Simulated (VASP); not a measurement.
Wanted: the native input for a VASP 6.6.1 run.

- Task: relaxation of cell and atoms
- Functional: LDA
- Potentials or basis: VASP PAW LDA potentials, release 64 (Zn, Se)
- Cutoff: 600 eV
- k mesh: 8 × 8 × 8
- Occupations: gaussian, width 0.02 eV
- Spin: no spin polarisation
- Dipole correction: no
- Further INCAR settings: ALGO = Normal; EDIFF = 1e-07; IBRION = 2; EDIFFG = -0.005; NSW = 100; ISIF = 3

The structure of ZnSe lies in POSCAR:

```
ZnSe
1.0
    0.0000000000      2.8324425400      2.8324425400
    2.8324425400      0.0000000000      2.8324425400
    2.8324425400      2.8324425400      0.0000000000
Zn Se
1 1
Direct
    0.0000000000      0.0000000000      0.0000000000
    0.2500000000      0.2500000000      0.2500000000
```

These files were run (other wordings do the same):

INCAR

```
SYSTEM = ZnSe
ALGO = Normal ; EDIFF = 1E-7
EDIFFG = -0.005 ; ENCUT = 600
IBRION = 2 ; ISIF = 3
ISMEAR = 0 ; LASPH = .TRUE.
LCHARG = .FALSE. ; LREAL = .FALSE.
LWAVE = .FALSE. ; NELM = 100
NSW = 100 ; PREC = Accurate
SIGMA = 0.02
```

KPOINTS

```
k-points
0
G
  8 8 8
  0 0 0
```

Potentials or basis: VASP PAW LDA potentials, release 64 (Zn, Se).

Command:

```sh
$ cat potpaw_LDA.64/Zn/POTCAR potpaw_LDA.64/Se/POTCAR > POTCAR
$ mpirun -np 1 vasp_std > vasp.out
```

It gave:

* Relaxed volume: 21.67 Å³/atom
* Relaxed cell: a = 3.943 Å, b = 3.943 Å, c = 3.943 Å, α = 60.00°, β = 60.00°, γ = 60.00°
* Space group after relaxing (to 0.05 Å): F-43m (No. 216)
* Energy gained by relaxing: 10.4 meV/atom
* Ionic steps: 3
* Pressure after relaxing: 0.0 GPa
* Band gap on the k mesh: 1.27 eV, direct

Wall time 46 s on 1 thread of Intel Xeon 8259CL, on a shared host, peak memory 0.17 GiB.
